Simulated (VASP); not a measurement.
# BaTiO3 in VASP: a series of runs

Runs on BaTiO3. Level: PBE+U. Tasks: single point.

Program: VASP 6.6.1. These are calculated values, not measurements. Logs are shortened: lines on timing, memory, paths and dates and some standing lists are left out, and cuts for length are marked.

**1. The cell of the first run**

Symmetry: Cm, No. 8, monoclinic system. The conventional cell has a = 5.480 Å, b = 5.464 Å, c = 4.161 Å, α = 90.00°, β = 90.23°, γ = 90.00°. Within 3.6 Å of Ba (site symmetry m) lie 12 O at 2.72 to 2.97 Å and 8 Ti at 3.40 to 3.48 Å. Ti (site symmetry m) has 5 O at 1.76 to 1.95 Å within 2.3 Å. Within 2.6 Å of O (site symmetry 1) lie 2 Ti at 1.95 Å. Within 2.3 Å of O (site symmetry m) lie 1 Ti at 1.76 Å.

**2. Single point, PBE+U (biaxial strain in the a-b plane: -4.5 %)**

The input, INCAR:

```
SYSTEM = BaTiO3
ALGO = Normal ; EDIFF = 1E-6
ENCUT = 520 ; GGA = PE
ISIF = 2 ; ISMEAR = 0
LASPH = .TRUE. ; LCHARG = .FALSE.
LDAU = .TRUE. ; LDAUJ = 0 0 0
LDAUL = -1 2 -1 ; LDAUPRINT = 1
LDAUTYPE = 2 ; LDAUU = 0 4 0
LMAXMIX = 4 ; LREAL = .FALSE.
LWAVE = .FALSE. ; NBANDS = 28
NELM = 150 ; PREC = Accurate
SIGMA = 0.02
```

The input, KPOINTS:

```
k-points
0
G
  6 6 6
  0 0 0
```

The input, POSCAR:

```
BaTiO3
1.0
    2.7318013112      1.5772062224      2.2406313981
   -2.7318013112      1.5772062224      2.2406313981
    0.0000000000     -3.3929489977      2.4085400223
Ba Ti O
1 1 3
Direct
   -0.0057778900     -0.0057778900      0.0197980616
    0.4942217468      0.4942217468      0.5338752126
    0.4942178999      0.9942192913      0.4797174300
    0.4942199518      0.4942199518      0.9579928657
    0.9942192913      0.4942178999      0.4797174300
```

Potentials or basis: VASP PAW PBE potentials, release 64 (Ba_sv, Ti_sv, O).

Launch:

```console
$ cat potpaw_PBE.64/Ba_sv/POTCAR potpaw_PBE.64/Ti_sv/POTCAR potpaw_PBE.64/O/POTCAR > POTCAR
$ mpirun -np 1 vasp_std > vasp.out
```

OUTCAR:

```text
SYSTEM = BaTiO3
   EDIFF = 1E-6
   ENCUT = 520
   GGA = PE
   ISIF = 2
   ISMEAR = 0
   LASPH = .TRUE.
   LREAL = .FALSE.
   NELM = 150
   PREC = Accurate

 ion  position               nearest neighbor table
   1  0.994  0.994  0.020-   5 2.72   3 2.72   3 2.73   5 2.73   4 2.74   4 2.74   4 2.75   4 2.75
                             5 2.96   3 2.96   3 2.97   5 2.97   2 3.40   2 3.40   2 3.40   2 3.41
   2  0.494  0.494  0.534-   4 1.76   3 1.95   5 1.95   3 1.95   5 1.95   4 2.40   1 3.40   1 3.40
                             1 3.40   1 3.41   1 3.47   1 3.47   1 3.47   1 3.48
   3  0.494  0.994  0.480-   2 1.95   2 1.95   1 2.72   1 2.73   1 2.96   1 2.97
   4  0.494  0.494  0.958-   2 1.76   2 2.40   1 2.74   1 2.74   1 2.75   1 2.75
   5  0.994  0.494  0.480-   2 1.95   2 1.95   1 2.72   1 2.73   1 2.96   1 2.97

  LATTYP: Found a base centered monoclinic cell.
 ALAT       =     5.4801490966
 B/A-ratio  =     0.9969806526
 C/A-ratio  =     0.7592693986
 COS(beta)  =    -0.0039706449

  Lattice vectors:

 A1 = (  -2.7318013112,  -1.5772062224,  -2.2406313981)
 A2 = (   2.7318013112,  -1.5772062224,  -2.2406313981)
 A3 = (   0.0000000000,  -3.3929489977,   2.4085400223)

Analysis of symmetry for initial positions (statically):
=====================================================================
 Subroutine PRICEL returns:
 Original cell was already a primitive cell.

 Routine SETGRP: Setting up the symmetry group for a
 base centered monoclinic supercell.

 Subroutine GETGRP returns: Found  2 space group operations
 (whereof  2 operations were pure point group operations)
 out of a pool of  4 trial point group operations.

The static configuration has the point symmetry C_1h.

Analysis of symmetry for dynamics (positions and initial velocities):
=====================================================================
 Subroutine PRICEL returns:
 Original cell was already a primitive cell.

 Routine SETGRP: Setting up the symmetry group for a
 base centered monoclinic supercell.

[... 163 lines left out ...]
  0.0000  0.0769  0.0077  0.0000  0.1657

spin component  2

  0.1667  0.0000  0.0000  0.0589  0.0000
  0.0000  0.2209 -0.0056  0.0000  0.0769
  0.0000 -0.0056  0.1183  0.0000  0.0077
  0.0589  0.0000  0.0000  0.2086  0.0000
  0.0000  0.0769  0.0077  0.0000  0.1657

 occupancies and eigenvectors

  o =  0.1049  v =  0.0000 -0.4700 -0.5781  0.0000  0.6670  0.0000  0.0000  0.0000  0.0000  0.0000      0.0000  0.0000  0.0000  0.0000  0.0000  0.0000  0.0000  0.0000  0.0000  0.0000
  o =  0.1049  v =  0.0000  0.0000  0.0000  0.0000  0.0000  0.0000 -0.4700 -0.5781  0.0000  0.6670      0.0000  0.0000  0.0000  0.0000  0.0000  0.0000  0.0000  0.0000  0.0000  0.0000
  o =  0.1251  v =  0.0000 -0.3320  0.8160  0.0000  0.4733  0.0000  0.0000  0.0000  0.0000  0.0000      0.0000  0.0000  0.0000  0.0000  0.0000  0.0000  0.0000  0.0000  0.0000  0.0000
  o =  0.1251  v =  0.0000  0.0000  0.0000  0.0000  0.0000  0.0000 -0.3320  0.8160  0.0000  0.4733      0.0000  0.0000  0.0000  0.0000  0.0000  0.0000  0.0000  0.0000  0.0000  0.0000
  o =  0.1251  v =  0.0000  0.0000  0.0000  0.0000  0.0000 -0.8172  0.0000  0.0000  0.5763  0.0000      0.0000  0.0000  0.0000  0.0000  0.0000  0.0000  0.0000  0.0000  0.0000  0.0000
  o =  0.1251  v = -0.8172  0.0000  0.0000  0.5763  0.0000  0.0000  0.0000  0.0000  0.0000  0.0000      0.0000  0.0000  0.0000  0.0000  0.0000  0.0000  0.0000  0.0000  0.0000  0.0000
  o =  0.2502  v = -0.5763  0.0000  0.0000 -0.8172  0.0000  0.0000  0.0000  0.0000  0.0000  0.0000      0.0000  0.0000  0.0000  0.0000  0.0000  0.0000  0.0000  0.0000  0.0000  0.0000
  o =  0.2502  v =  0.0000  0.0000  0.0000  0.0000  0.0000 -0.5763  0.0000  0.0000 -0.8172  0.0000      0.0000  0.0000  0.0000  0.0000  0.0000  0.0000  0.0000  0.0000  0.0000  0.0000
  o =  0.2750  v =  0.0000  0.0000  0.0000  0.0000  0.0000  0.0000  0.8178 -0.0011  0.0000  0.5754      0.0000  0.0000  0.0000  0.0000  0.0000  0.0000  0.0000  0.0000  0.0000  0.0000
  o =  0.2750  v =  0.0000  0.8178 -0.0011  0.0000  0.5754  0.0000  0.0000  0.0000  0.0000  0.0000      0.0000  0.0000  0.0000  0.0000  0.0000  0.0000  0.0000  0.0000  0.0000  0.0000

 number of electron      39.9999983 magnetization

 Free energy of the ion-electron system (eV)
  ---------------------------------------------------
  ext. energy  EPLUGINS =         0.00000000
  ---------------------------------------------------
  free energy    TOTEN  =       -36.87817713 eV

  energy without entropy =      -36.87817713  energy(sigma->0) =      -36.87817713

 E-fermi :   4.5993     XC(G=0): -11.3856

 val. band max:        4.4590459933   @ k =   0.5000   0.5000   0.5000
 cond. band min:       6.9569244083   @ k =   0.0000   0.0000   0.0000
 fundamental gap:      2.4978784150
 Fermi energy:         4.5993477007

 k-point     1 :       0.0000    0.0000    0.0000
  band No.  band energies     occupation
      1     -52.8989      2.00000
      2     -29.2652      2.00000
      3     -29.0905      2.00000
      4     -29.0882      2.00000
      5     -20.6442      2.00000
      6     -12.8295      2.00000
[... 733 lines left out ...]
     27      10.9593      0.00000
     28      12.4238      0.00000

 [... further k-points ...]

------------------------ aborting loop because EDIFF is reached ----------------------------------------

  FORCE on cell =-STRESS in cart. coord.  units (eV):
  Direction    XX          YY          ZZ          XY          YZ          ZX
  --------------------------------------------------------------------------------------
  -------------------------------------------------------------------------------------
  Total        8.0455523      7.6587146      7.4389480      0.0000000      0.2250192      0.0000000
  in kB      206.9379368    196.9881661    191.3355970      0.0000000      5.7876699      0.0000000
  external PRESSURE =     198.4205666 kB  Pullay stress =       0.0000000 kB

 VOLUME and BASIS-vectors are now :
 -----------------------------------------------------------------------------
  energy-cutoff  :      520.00
  volume of cell :       62.29
      direct lattice vectors                 reciprocal lattice vectors
     2.731801311  1.577206222  2.240631398     0.183029417  0.105627414  0.148799033
    -2.731801311  1.577206222  2.240631398    -0.183029417  0.105627414  0.148799033
     0.000000000 -3.392948998  2.408540022     0.000000000 -0.196527438  0.138337925

 POSITION                                       TOTAL-FORCE (eV/Angst)
 -----------------------------------------------------------------------------------
      0.00000      3.06901      4.50305         0.000000      0.224115     -0.151237
      0.00000     -0.25243      3.50060         0.000000      1.544789     -1.089360
     -1.36590      0.71992      4.49046        -0.010583     -0.003503      0.001337
      0.00000     -1.69145      4.52209         0.000000     -1.761898      1.237922
      1.36590      0.71992      4.49046         0.010583     -0.003503      0.001337
 -----------------------------------------------------------------------------------
    total drift:                                0.000000      0.001520      0.000991

  FREE ENERGIE OF THE ION-ELECTRON SYSTEM (eV)
  ---------------------------------------------------
  free  energy   TOTEN  =       -36.8781771274 eV

  energy  without entropy=      -36.8781771274  energy(sigma->0) =      -36.87817713
```

Run time: 58 s. Hardware: 1 thread of Intel Xeon 6975P-C (Granite Rapids), shared host; peak memory 0.25 GiB.

Results:

| Item | Value |
| --- | --- |
| Free energy | -36.8782 eV |
| Pressure | 19.8 GPa |
| Largest force | 2.153 eV/Å |
| Band gap on the k mesh | 2.50 eV (least direct gap 3.11 eV) |

Forces on the atoms (eV/Å):
```
Ba   0.000  0.224 -0.151
Ti   0.000  1.545 -1.089
O   -0.011 -0.004  0.001
O    0.000 -1.762  1.238
O    0.011 -0.004  0.001
```

Levels at points of the mesh, in eV from the valence-band top:
| k point | band 18 | band 19 | band 20 | band 21 | band 22 | band 23 |
| --- | --- | --- | --- | --- | --- | --- |
| (0.00, 0.00, 0.00) | -1.09 | -0.64 | -0.61 | 2.50 | 3.14 | 3.15 |
| (0.50, 0.00, 0.00) | -1.80 | -1.79 | -1.55 | 3.26 | 4.27 | 4.34 |
| (0.50, 0.50, 0.00) | -1.12 | -1.11 | -0.06 | 4.28 | 4.40 | 4.41 |
| (0.00, 0.00, 0.50) | -2.21 | -0.82 | -0.79 | 2.66 | 4.21 | 4.21 |
| (0.50, 0.00, 0.50) | -1.30 | -1.19 | -0.66 | 4.24 | 4.37 | 4.47 |
| (0.50, 0.50, 0.50) | -0.62 | -0.61 | 0.00 | 4.77 | 4.78 | 5.03 |

Eigenvalues of the final occupation matrices:
```tsv
site	spin	trace	eigenvalues
site 2 d	1	0.88	0.10 0.13 0.13 0.25 0.28
site 2 d	2	0.88	0.10 0.13 0.13 0.25 0.28
```

Caveat: the cell differs from its parent crystal (biaxial strain in the a-b plane: -4.5 %); the cell stands under pressure; spin-orbit coupling is left out, which moves the levels of the heavy elements; forces of over 1 eV/Å act on the atoms, so gaps and moduli don't describe the material at rest. A k mesh can miss the band edges.

**3. Single point, PBE+U (biaxial strain in the a-b plane: -3.0 %)**

The input, INCAR:

```
SYSTEM = BaTiO3
ALGO     = Normal         ! electronic algorithm
EDIFF    = 1E-7           ! SCF threshold, eV
ENCUT    = 520            ! plane-wave cutoff, eV
GGA      = PE             ! functional
ISIF     = 2              ! what is computed and relaxed
ISMEAR   = 0              ! smearing method
LASPH    = .True.         ! aspherical terms in the spheres
LCHARG   = .False.        ! write CHGCAR
LDAU     = .True.         ! DFT+U
LDAUJ    = 0 0 0        
LDAUL    = -1 2 -1        ! shell
LDAUPRINT= 1            
LDAUTYPE = 2            
LDAUU    = 0 4 0          ! U, eV
LMAXMIX  = 4              ! l up to which the mixer works
LREAL    = .False.        ! projectors in reciprocal space
LWAVE    = .False.        ! write WAVECAR
NBANDS   = 28             ! bands
NELM     = 150            ! most SCF steps
PREC     = Accurate       ! precision mode
SIGMA    = 0.02           ! smearing width, eV
```

The input, KPOINTS:

```
k-points
0
Gamma
  6 6 6
  0 0 0
```

The input, POSCAR:

```
BaTiO3
1.0
    2.7747091852      1.6019790950      2.2758245614
   -2.7747091852      1.6019790950      2.2758245614
    0.0000000000     -3.3629825586      2.3877636442
Ba Ti O
1 1 3
Direct
   -0.0057754471     -0.0057754471      0.0095265398
    0.4942315695      0.4942315695      0.5244207312
    0.4942146004      0.9942122343      0.4843236865
    0.4942180428      0.4942180428      0.9685063560
    0.9942122343      0.4942146004      0.4843236865
```

Potentials or basis: VASP PAW PBE potentials, release 64 (Ba_sv, Ti_sv, O).

Launch:

```console
$ cat potpaw_PBE.64/Ba_sv/POTCAR potpaw_PBE.64/Ti_sv/POTCAR potpaw_PBE.64/O/POTCAR > POTCAR
$ mpirun -np 1 vasp_std > vasp.out
```

Wall time 65 s (1 thread of Intel Xeon 6975P-C (Granite Rapids), shared host); peak memory 0.26 GiB.

The run converged. Its results:

```
Free energy            : -37.1577 eV
Pressure               : 11.9 GPa
Largest force          : 0.982 eV/Å
Band gap on the k mesh : 2.35 eV (least direct gap 2.85 eV)
```

Forces on the atoms (eV/Å):
```
Ba   0.000  0.078 -0.051
Ti   0.000  0.707 -0.494
O   -0.007  0.011 -0.008
O    0.000 -0.806  0.561
O    0.007  0.011 -0.008
```

Stress tensor (GPa, compression positive):
```
13.19  0.00  0.00
 0.00 11.40  1.19
 0.00  1.19 11.22
```

Levels at points of the mesh, in eV from the valence-band top:
| k point | band 17 | band 18 | band 19 | band 20 | band 21 | band 22 | band 23 | band 24 |
| --- | --- | --- | --- | --- | --- | --- | --- | --- |
| (0.00, 0.00, 0.00) | -1.38 | -0.73 | -0.53 | -0.50 | 2.35 | 2.71 | 2.72 | 4.28 |
| (0.50, 0.00, 0.00) | -1.95 | -1.77 | -1.41 | -1.22 | 2.86 | 4.09 | 4.12 | 4.20 |
| (0.50, 0.50, 0.00) | -2.07 | -1.03 | -1.02 | -0.07 | 4.16 | 4.17 | 4.37 | 4.61 |
| (0.00, 0.00, 0.50) | -1.97 | -1.95 | -0.82 | -0.79 | 2.51 | 3.96 | 3.96 | 4.29 |
| (0.50, 0.00, 0.50) | -1.97 | -1.16 | -1.09 | -0.45 | 3.98 | 4.14 | 4.36 | 5.07 |
| (0.50, 0.50, 0.50) | -2.43 | -0.36 | -0.36 | 0.00 | 4.61 | 4.62 | 4.80 | 6.26 |

Eigenvalues of the final occupation matrices:
```
    site  spin  trace               eigenvalues
site 2 d     1   0.83  0.10 0.12 0.12 0.24 0.25
site 2 d     2   0.83  0.10 0.12 0.12 0.24 0.25
```

Caveat: the cell differs from its parent crystal (biaxial strain in the a-b plane: -3.0 %); the cell stands under pressure; spin-orbit coupling is left out, which moves the levels of the heavy elements. A k mesh can miss the band edges.

**4. Single point, PBE+U (biaxial strain in the a-b plane: -4.5 %, then relaxed in part)**

The input, INCAR:

```
SYSTEM = BaTiO3
PREC = Accurate
ENCUT = 520
EDIFF = 1E-6
ISMEAR = 0
SIGMA = 0.02
LREAL = .FALSE.
LASPH = .TRUE.
NELM = 150
ALGO = Normal
ISIF = 2
LWAVE = .FALSE.
LCHARG = .TRUE.
LMAXMIX = 4
LDAU = .TRUE.
LDAUTYPE = 2
LDAUL = -1 2 -1
LDAUU = 0 4 0
LDAUJ = 0 0 0
LDAUPRINT = 1
GGA = PE
LELF = .TRUE.
LVHAR = .TRUE.
NBANDS = 28
```

The input, KPOINTS:

```
Automatic mesh
0
G
  6 6 6
  0 0 0
```

The input, POSCAR:

```
BaTiO3
1.0
    2.7318013112      1.5814102975      2.2376661952
   -2.7318013112      1.5814102975      2.2376661952
    0.0000000000     -3.7692670920      2.6638810919
Ba Ti O
1 1 3
Direct
   -0.0058021801     -0.0058021801      0.0471993408
    0.4942303041      0.4942303041      0.5473357442
    0.4942228668      0.9942292611      0.4693399932
    0.4942207479      0.4942207479      0.9378859285
    0.9942292611      0.4942228668      0.4693399932
```

Launch:

```console
$ cat potpaw_PBE.64/Ba_sv/POTCAR potpaw_PBE.64/Ti_sv/POTCAR potpaw_PBE.64/O/POTCAR > POTCAR
$ mpirun -np 1 vasp_std > vasp.out
```

Run time: 5.1 min. Hardware: 1 thread of Intel Xeon 8259CL, shared host; peak memory 0.34 GiB.

The run converged. Its results:

| Item | Value |
| --- | --- |
| Free energy | -37.1008 eV |
| Pressure | 6.9 GPa |
| Largest force | 0.636 eV/Å |
| Band gap on the k mesh | 2.41 eV (least direct gap 3.04 eV) |

Forces on the atoms (eV/Å):
```
Ba   0.000  0.125 -0.087
Ti   0.000  0.477 -0.338
O    0.000 -0.041  0.029
O    0.000 -0.519  0.367
O    0.000 -0.041  0.029
```

Stress tensor (GPa, compression positive):
```
8.73 0.00 0.00
0.00 5.26 1.97
0.00 1.97 6.66
```

Levels at points of the mesh, in eV from the valence-band top:
| k point | band 17 | band 18 | band 19 | band 20 | band 21 | band 22 | band 23 | band 24 |
| --- | --- | --- | --- | --- | --- | --- | --- | --- |
| (0.00, 0.00, 0.00) | -1.95 | -1.89 | -0.83 | -0.80 | 2.41 | 3.44 | 3.44 | 3.76 |
| (0.50, 0.00, 0.00) | -2.28 | -2.22 | -2.17 | -1.86 | 3.44 | 3.85 | 3.85 | 3.89 |
| (0.00, 0.50, 0.00) | -2.28 | -2.22 | -2.17 | -1.86 | 3.44 | 3.85 | 3.85 | 3.89 |
| (0.50, 0.50, 0.00) | -2.58 | -1.16 | -1.14 | -0.02 | 3.02 | 3.94 | 3.94 | 4.54 |
| (0.00, 0.00, 0.50) | -2.29 | -2.28 | -0.82 | -0.79 | 2.48 | 3.85 | 3.85 | 4.41 |
| (0.50, 0.00, 0.50) | -2.24 | -1.83 | -1.52 | -1.07 | 3.73 | 3.87 | 4.00 | 4.92 |
| (0.00, 0.50, 0.50) | -2.24 | -1.83 | -1.52 | -1.07 | 3.73 | 3.87 | 4.00 | 4.92 |
| (0.50, 0.50, 0.50) | -2.68 | -1.19 | -1.19 | 0.00 | 4.03 | 4.03 | 4.45 | 4.88 |

Eigenvalues of the final occupation matrices:
```csv
site,spin,trace,eigenvalues
site 2 d,1,0.86,0.10 0.13 0.13 0.24 0.26
site 2 d,2,0.86,0.10 0.13 0.13 0.24 0.26
```

Caveat: the cell differs from its parent crystal (biaxial strain in the a-b plane: -4.5 %, then relaxed in part); the cell stands under pressure; spin-orbit coupling is left out, which moves the levels of the heavy elements.

**5. Summary**

| cell | gap on the mesh (eV) | pressure (GPa) | largest force (eV/Å) |
| --- | --- | --- | --- |
| a = 3.869, b = 3.869, c = 4.161 Å, angles 89.8°, 5 atoms, atomic positions A | 2.50 | 19.8 | 2.15 |
| a = 3.930, b = 3.930, c = 4.124 Å, angles 89.8°, 5 atoms, atomic positions B | 2.35 | 11.9 | 0.98 |
| a = 3.869, b = 3.869, c = 4.616 Å, angles 90.0, 90.0, 89.8°, 5 atoms, atomic positions C | 2.41 | 6.9 | 0.64 |

Alike in all rows: task single point; level PBE+U; potentials or basis VASP PAW PBE potentials, release 64 (Ba_sv, Ti_sv, O); no spin polarisation; Ti d U = 4.0 eV; k mesh 6 × 6 × 6; cutoff (eV) 520; smearing gaussian 0.02 eV.

Caveats: the cell stands under pressure; spin-orbit coupling is left out, which moves the levels of the heavy elements; forces of over 1 eV/Å act on the atoms, so gaps and moduli don't describe the material at rest (at least some runs).

Total energies depend on the potentials used, so only differences within one code and one set of settings carry meaning.
